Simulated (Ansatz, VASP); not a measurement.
**MoS2: VASP beside Ansatz**

```xyz
6
Lattice="3.1183 0.0000 0.0000 -1.5591 2.7005 0.0000 0.0000 0.0000 12.1288" Properties=species:S:1:pos:R:3 pbc="T T T"
Mo    0.0000    1.8003    3.0322
Mo    1.5591    0.9002    9.0966
S     0.0000    1.8003    7.6108
S     1.5591    0.9002    1.5464
S     0.0000    1.8003   10.5824
S     1.5591    0.9002    4.5180
```

Change from the starting cell: volume scaled by 0.96, crystal datasets.

Alike in both runs: task electric field gradients; functional PBE; k mesh 10 × 10 × 3; occupations fermi-dirac, width 0.03 eV; no spin polarisation.

```csv
,VASP,Ansatz
version,VASP 6.6.1,Ansatz 0.2.0
potentials or method,"VASP PAW PBE potentials, release 64 (Mo_sv, S), cutoff 520 eV","all-electron PAW with datasets made for the crystal, scalar-relativistic"
```

|  | VASP | Ansatz | Ansatz less VASP |
| --- | --- | --- | --- |
| pressure (GPa) | 16.5 | 16.7 | +0.22 |
| traceless stress, the component that is largest in VASP (GPa) | 5.03 | 5.08 | +0.058 |
| rms of the force components (eV/Å) | 0.944 | 0.955 | +0.0114 |
| size of Vzz on the site where it differs most (V/Å²) | 98.4 | 95.5 | -2.90 |

Atom by atom the forces differ by 0.011 eV/Å (rms over components). Ansatz ran all-electron here, and VASP with PAW potentials.
